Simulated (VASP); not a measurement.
# N (P6_3/mmc) in VASP: single point with PBEsol

Aim: the single point of N with PBEsol.

Program: VASP 6.6.1. These are calculated values, not measurements. Logs are shortened: lines on timing, memory, paths and dates and some standing lists are left out, and cuts for length are marked.

### Step 1. The cell of the first run

Symmetry: P6_3/mmc, No. 194, hexagonal system. Conventional cell: a = 3.579 Å, b = 3.579 Å, c = 7.641 Å, α = 90.00°, β = 90.00°, γ = 120.00°. N (site symmetry 3m) has 1 N at 1.09 Å within 1.5 Å.

### Step 2. Single point, PBEsol

Input file INCAR:

```
SYSTEM = N
PREC = Accurate
ENCUT = 520
EDIFF = 1E-7
ISMEAR = 0
SIGMA = 0.01
LREAL = .False.
LASPH = .True.
NELM = 60
ALGO = Normal
ISIF = 2
LWAVE = .False.
LCHARG = .False.
GGA = PS
NBANDS = 18
```

Input file KPOINTS:

```
regular mesh
0
Gamma
  6 6 2
  0 0 0
```

Input file POSCAR:

```
N
1.0
    3.5792593765      0.0000000000      0.0000000000
   -1.7896296883      3.0997295467      0.0000000000
    0.0000000000      0.0000000000      7.6409886428
N
4
Direct
    0.3333333333      0.6666666667      0.3215760740
    0.3333333333      0.6666666667      0.1784239260
    0.6666666667      0.3333333333      0.8215760740
    0.6666666667      0.3333333333      0.6784239260
```

Potentials or basis: VASP PAW PBE potentials, release 64 (N).

Started as:

```bash
> cat potpaw_PBE.64/N/POTCAR > POTCAR
> mpirun -np 1 vasp_std > vasp.out
```

OUTCAR:

```text
SYSTEM = N
   PREC = Accurate
   ENCUT = 520
   EDIFF = 1E-7
   ISMEAR = 0
   LREAL = .False.
   LASPH = .True.
   NELM = 60
   ISIF = 2
   GGA = PS

 ion  position               nearest neighbor table
   1  0.333  0.667  0.322-   2 1.09
   2  0.333  0.667  0.178-   1 1.09
   3  0.667  0.333  0.822-   4 1.09
   4  0.667  0.333  0.678-   3 1.09

  LATTYP: Found a hexagonal cell.
 ALAT       =     3.5792593765
 C/A-ratio  =     2.1347960120

  Lattice vectors:

 A1 = (   3.5792593765,   0.0000000000,   0.0000000000)
 A2 = (  -1.7896296883,   3.0997295467,   0.0000000000)
 A3 = (   0.0000000000,   0.0000000000,   7.6409886428)

Analysis of symmetry for initial positions (statically):
=====================================================================
 Subroutine PRICEL returns:
 Original cell was already a primitive cell.

 Routine SETGRP: Setting up the symmetry group for a
 hexagonal supercell.

 Subroutine GETGRP returns: Found 24 space group operations
 (whereof 12 operations were pure point group operations)
 out of a pool of 24 trial point group operations.

The static configuration has the point symmetry D_3d.
 The point group associated with its full space group is D_6h.

Analysis of symmetry for dynamics (positions and initial velocities):
=====================================================================
 Subroutine PRICEL returns:
 Original cell was already a primitive cell.

 Routine SETGRP: Setting up the symmetry group for a
 hexagonal supercell.

 Subroutine GETGRP returns: Found 24 space group operations
 (whereof 12 operations were pure point group operations)
 out of a pool of 24 trial point group operations.

The dynamic configuration has the point symmetry D_3d.
 The point group associated with its full space group is D_6h.

 Subroutine INISYM returns: Found 24 space group operations
 (whereof 12 operations are pure point group operations),
 and found     1 'primitive' translations

----------------------------------------------------------------------------------------

                                     Primitive cell

  volume of cell :      84.7748

  direct lattice vectors                    reciprocal lattice vectors
     3.579259377  0.000000000  0.000000000     0.279387408  0.161304395  0.000000000
    -1.789629688  3.099729547  0.000000000     0.000000000  0.322608791  0.000000000
     0.000000000  0.000000000  7.640988643     0.000000000  0.000000000  0.130873117

  length of vectors
     3.579259377  3.579259376  7.640988643     0.322608791  0.322608791  0.130873117

  position of ions in fractional coordinates (direct lattice)
     0.333333333  0.666666667  0.321576074
     0.333333333  0.666666667  0.178423926
     0.666666667  0.333333333  0.821576074
     0.666666667  0.333333333  0.678423926

  ion indices of the primitive-cell ions
   primitive index   ion index
                 1           1
                 2           2
                 3           3
                 4           4

----------------------------------------------------------------------------------------

 KPOINTS: regular mesh

Automatic generation of k-mesh.
 Grid dimensions read from file:
 generate k-points for:    6    6    2

 Generating k-lattice:

  Cartesian coordinates                     Fractional coordinates (reciprocal lattice)
     0.046564568  0.026884066  0.000000000     0.166666667  0.000000000  0.000000000
     0.000000000  0.053768132  0.000000000     0.000000000  0.166666667  0.000000000
     0.000000000  0.000000000  0.065436558     0.000000000  0.000000000  0.500000000

  Length of vectors
     0.053768132  0.053768132  0.065436558

  Shift w.r.t. Gamma in fractional coordinates (k-lattice)
     0.000000000  0.000000000  0.000000000

 Subroutine IBZKPT returns following result:
 ===========================================

 Found     14 irreducible k-points:

 Following reciprocal coordinates:
            Coordinates               Weight
  0.000000  0.000000  0.000000      1.000000
  0.166667  0.000000  0.000000      6.000000
  0.333333  0.000000  0.000000      6.000000
  0.500000  0.000000  0.000000      3.000000
  0.166667  0.166667  0.000000      6.000000
  0.333333  0.166667  0.000000     12.000000
  0.333333  0.333333  0.000000      2.000000
  0.000000  0.000000  0.500000      1.000000
  0.166667  0.000000  0.500000      6.000000
  0.333333  0.000000  0.500000      6.000000
  0.500000  0.000000  0.500000      3.000000
  0.166667  0.166667  0.500000      6.000000
  0.333333  0.166667  0.500000     12.000000
  0.333333  0.333333  0.500000      2.000000
   k-points           NKPTS =     14   k-points in BZ     NKDIM =     14   number of bands    NBANDS=     18
   number of dos      NEDOS =    301   number of ions     NIONS =      4
   total plane-waves  NPLWV =  47040
   dimension x,y,z NGX =    28 NGY =   28 NGZ =   60
   dimension x,y,z NGXF=    56 NGYF=   56 NGZF=  120
   ions per type =               4
   NGX,Y,Z   is equivalent  to a cutoff of  13.01, 13.01, 13.05 a.u.
   NGXF,Y,Z  is equivalent  to a cutoff of  26.01, 26.01, 26.11 a.u.
 SYSTEM =  N
   PREC   = accura    normal or accurate (medium, high low for compatibility)
   ISTART =      0    job   : 0-new  1-cont  2-samecut
   ICHARG =      2    charge: 1-file 2-atom 10-const
   ISPIN  =      1    spin polarized calculation?
   LNONCOLLINEAR =      F non collinear calculations
   LSORBIT =      F    spin-orbit coupling
   LASPH  =      T    aspherical Exc in radial PAW
   ENCUT  =  520.0 eV  38.22 Ry    6.18 a.u.   6.66  6.66 14.21*2*pi/ulx,y,z
   NELM   =     60;   NELMIN=  2; NELMDL= -5     # of ELM steps
   EDIFF  = 0.1E-06   stopping-criterion for ELM
   LREAL  =      F    real-space projection
   EDIFFG = 0.1E-05   stopping-criterion for IOM
   NSW    =      0    number of steps for IOM
   IBRION =     -1    ionic relax: 0-MD 1-quasi-New 2-CG
   NFREE  =      0    steps in history (QN), initial steepest desc. (CG)
   ISIF   =      2    stress and relaxation
   ISYM   =      2    0-nonsym 1-usesym 2-fastsym
   POTIM  = 0.5000    time-step for ionic-motion
   TEBEG  =    0.0;   TEEND  =   0.0 temperature during run
   PSTRESS=    0.0 pullay stress
   NELECT =      20.0000    total number of electrons
   NUPDOWN=      -1.0000    fix difference up-down
   EMIN   =  10.00;   EMAX   =-10.00  energy-range for DOS
   EFERMI =   0.00;   METHOD = LEGACY
   ISMEAR =     0;   SIGMA  =   0.01  broadening in eV -4-tet -1-fermi 0-gaus
   EFERMI_NEDOS =   21; number of points for ismear=-14 and -15
   IALGO  =     38    algorithm
   IMIX   =      4    mixing-type and parameters
     AMIX     =   0.40;   BMIX     =  1.00
     AMIX_MAG =   1.60;   BMIX_MAG =  1.00
  volume/ion in A,a.u.               =      21.19       143.02
  Fermi-wavevector in a.u.,A,eV,Ry     =   1.011570  1.911590 13.922489  1.023274
  Thomas-Fermi vector in A             =   2.144628
   LORBIT       =      0    0 simple, 1 ext, 2 COOP (PROOUT), +10 PAW based schemes
   GGA     = PS    functional components
   LHFCALC =     F    Hartree Fock is set to
   AEXX    =    0.0000 exact exchange contribution
   IVDW    =     0    specifies the selected vdW correction
   LEPSILON=     F    determine dielectric tensor
   LRPA    =     F    only Hartree local field effects (RPA)
 non-spin polarized calculation
 Gauss-broadening in eV      SIGMA  =   0.01
  energy-cutoff  :      520.00
  volume of cell :       84.77
 maximum number of plane-waves:      2321
 NGX is ok and might be reduce to    28
   NGX = 13   NGY = 13   NGZ = 29

 number of electron      19.9999996 magnetization

 Free energy of the ion-electron system (eV)
  ---------------------------------------------------
  ext. energy  EPLUGINS =         0.00000000
  ---------------------------------------------------
  free energy    TOTEN  =       -34.03427201 eV

  energy without entropy =      -34.03427201  energy(sigma->0) =      -34.03427201

 E-fermi :  -5.9971     XC(G=0):  -6.6929

 val. band max:       -6.1175357569   @ k =   0.1667   0.1667   0.0000
 cond. band min:       0.8667329883   @ k =   0.5000   0.0000   0.0000
 fundamental gap:      6.9842687451
 Fermi energy:        -5.9971069811

 k-point     1 :       0.0000    0.0000    0.0000
  band No.  band energies     occupation
      1     -24.8293      2.00000
      2     -24.8104      2.00000
      3     -10.1971      2.00000
      4      -9.4197      2.00000
      5      -7.7124      2.00000
      6      -7.7124      2.00000
[... 10 lines left out ...]
     17       6.4797      0.00000
     18      10.0925      0.00000

 k-point     2 :       0.1667    0.0000    0.0000
  band No.  band energies     occupation
      1     -24.8103      2.00000
      2     -24.7938      2.00000
      3     -10.0945      2.00000
      4      -9.4050      2.00000
      5      -8.0051      2.00000
      6      -7.9209      2.00000
[... 10 lines left out ...]
     17       7.1073      0.00000
     18      10.4425      0.00000

 k-point     3 :       0.3333    0.0000    0.0000
  band No.  band energies     occupation
      1     -24.7714      2.00000
      2     -24.7611      2.00000
      3      -9.8531      2.00000
      4      -9.4039      2.00000
      5      -8.3862      2.00000
      6      -8.2874      2.00000
[... 10 lines left out ...]
     17       8.4530      0.00000
     18       8.6777      0.00000

 k-point     4 :       0.5000    0.0000    0.0000
  band No.  band energies     occupation
      1     -24.7509      2.00000
      2     -24.7454      2.00000
      3      -9.6851      2.00000
      4      -9.4465      2.00000
      5      -8.5365      2.00000
      6      -8.4548      2.00000
[... 165 lines left out ...]
      4      -9.6985      2.00000
      5      -8.1784      2.00000
      6      -8.1784      2.00000
[... 10 lines left out ...]
     17       9.3740      0.00000
     18       9.3740      0.00000

 k-point    13 :       0.3333    0.1667    0.5000
  band No.  band energies     occupation
      1     -24.7484      2.00000
      2     -24.7484      2.00000
      3      -9.5874      2.00000
      4      -9.5874      2.00000
      5      -8.3693      2.00000
      6      -8.3693      2.00000
[... 10 lines left out ...]
     17       8.2393      0.00000
     18       8.2393      0.00000

 k-point    14 :       0.3333    0.3333    0.5000
  band No.  band energies     occupation
      1     -24.7393      2.00000
      2     -24.7393      2.00000
      3      -9.5482      2.00000
      4      -9.5482      2.00000
      5      -8.2393      2.00000
      6      -8.2393      2.00000
[... 10 lines left out ...]
     17       7.7891      0.00000
     18       7.7891      0.00000

------------------------ aborting loop because EDIFF is reached ----------------------------------------

  FORCE on cell =-STRESS in cart. coord.  units (eV):
  Direction    XX          YY          ZZ          XY          YZ          ZX
  --------------------------------------------------------------------------------------
  -------------------------------------------------------------------------------------
  Total        0.2599442      0.2599442      6.4261639     -0.0000000      0.0000000      0.0000000
  in kB        4.9127437      4.9127437    121.4495338     -0.0000000      0.0000000      0.0000000
  external PRESSURE =      43.7583404 kB  Pullay stress =       0.0000000 kB

 VOLUME and BASIS-vectors are now :
 -----------------------------------------------------------------------------
  energy-cutoff  :      520.00
  volume of cell :       84.77
      direct lattice vectors                 reciprocal lattice vectors
     3.579259377  0.000000000  0.000000000     0.279387408  0.161304395  0.000000000
    -1.789629688  3.099729547  0.000000000     0.000000000  0.322608791  0.000000000
     0.000000000  0.000000000  7.640988643     0.000000000  0.000000000  0.130873117

 POSITION                                       TOTAL-FORCE (eV/Angst)
 -----------------------------------------------------------------------------------
     -0.00000      2.06649      2.45716         0.000000     -0.000000      2.933138
     -0.00000      2.06649      1.36334         0.000000     -0.000000     -2.933138
      1.78963      1.03324      6.27765        -0.000000      0.000000      2.933138
      1.78963      1.03324      5.18383         0.000000      0.000000     -2.933138
 -----------------------------------------------------------------------------------
    total drift:                               -0.000000      0.000000     -0.000000

  FREE ENERGIE OF THE ION-ELECTRON SYSTEM (eV)
  ---------------------------------------------------
  free  energy   TOTEN  =       -34.0342720123 eV

  energy  without entropy=      -34.0342720123  energy(sigma->0) =      -34.03427201
```

Wall time 24 s (1 thread of Intel Xeon Platinum 8259CL at 2.50GHz (Skylake/Cascade Lake), shared host); peak memory 0.19 GiB.

What came out:

- Free energy: -34.0343 eV
- Pressure: 4.4 GPa
- Largest force: 2.933 eV/Å
- Band gap on the k mesh: 6.98 eV, indirect (least direct gap 7.04 eV)

Forces on the atoms (eV/Å):
```
N    0.000  0.000  2.933
N    0.000  0.000 -2.933
N    0.000  0.000  2.933
N    0.000  0.000 -2.933
```

Caveat: the standard files for N, O and F lose accuracy on very short bonds; the PAW data sets were made with another functional, which shifts forces and pressure a little. A k mesh can miss the band edges.
